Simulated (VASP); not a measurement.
Write the native input for VASP 6.6.1 that does the following.

| Quantity | Value |
| --- | --- |
| Task | relaxation of cell and atoms |
| Functional | r2SCAN |
| Dispersion | rVV10 |
| Potentials or basis | VASP PAW PBE potentials, release 64 (Na_pv, Cl) |
| Cutoff | 600 eV |
| k mesh | 5 × 5 × 5 |
| Occupations | gaussian, width 0.01 eV |
| Spin | no spin polarisation |
| Dipole correction | no |
| Further INCAR settings | ALGO = Normal; EDIFF = 1e-07; IBRION = 2; EDIFFG = -0.05; NSW = 50; ISIF = 3 |

NaCl:

```
Na Cl
1.0
     0.00000    2.81000    2.81000
     2.81000    0.00000    2.81000
     2.81000    2.81000    0.00000
Na Cl
1 1
Direct
  0.00000 0.00000 0.00000
  0.50000 0.50000 0.50000
```

These files were run (other wordings do the same):

POSCAR

```
NaCl
1.0
    0.0000000000      2.8100000000      2.8100000000
    2.8100000000      0.0000000000      2.8100000000
    2.8100000000      2.8100000000      0.0000000000
Na Cl
1 1
Direct
    0.0000000000      0.0000000000      0.0000000000
    0.5000000000      0.5000000000      0.5000000000
```

INCAR.step1

```
SYSTEM = NaCl
ALGO = Normal ; EDIFF = 1E-4
ENCUT = 600 ; GGA = PE
ISMEAR = 0 ; LASPH = .True.
LCHARG = .False. ; LREAL = .False.
LWAVE = .True. ; NELM = 100
PREC = Accurate ; SIGMA = 0.01
```

INCAR.step2

```
SYSTEM = NaCl
ALGO = Normal ; BPARAM = 11.95
CPARAM = 0.0093 ; EDIFF = 1E-7
EDIFFG = -0.05 ; ENCUT = 600
IBRION = 2 ; ISIF = 3
ISMEAR = 0 ; ISTART = 1
IVDW_NL = 2 ; LASPH = .True.
LCHARG = .False. ; LMIXTAU = .True.
LREAL = .False. ; LUSE_VDW = .True.
LWAVE = .False. ; METAGGA = R2SCAN
NELM = 100 ; NSW = 50
PREC = Accurate ; SIGMA = 0.01
```

KPOINTS

```
k-points
0
Gamma
  5 5 5
  0 0 0
```

Potentials or basis: VASP PAW PBE potentials, release 64 (Na_pv, Cl).

The run is started by

```sh
$ cat potpaw_PBE.64/Na_pv/POTCAR potpaw_PBE.64/Cl/POTCAR > POTCAR
$ cp INCAR.step1 INCAR
$ mpirun -np 1 vasp_std > vasp.out
$ cp INCAR.step2 INCAR
$ mpirun -np 1 vasp_std > vasp.out
```

Results of the run:

| Item | Value |
| --- | --- |
| Relaxed volume | 21.56 Å³/atom |
| Relaxed cell | a = 3.936 Å, b = 3.936 Å, c = 3.936 Å, α = 60.00°, β = 60.00°, γ = 60.00° |
| Space group after relaxing (to 0.05 Å) | Fm-3m (No. 225) |
| Energy gained by relaxing | 2.5 meV/atom |
| Ionic steps | 3 |
| Pressure after relaxing | -0.2 GPa |
| Band gap on the k mesh | 6.01 eV, direct |

Caveat: the PAW data sets were made with another functional, which shifts forces and pressure a little.

Wall time 3 min on 1 thread of Intel(R) Xeon(R) Platinum 8375C CPU @ 2.90GHz (Ice Lake) (shared host), peak memory 0.31 GiB.
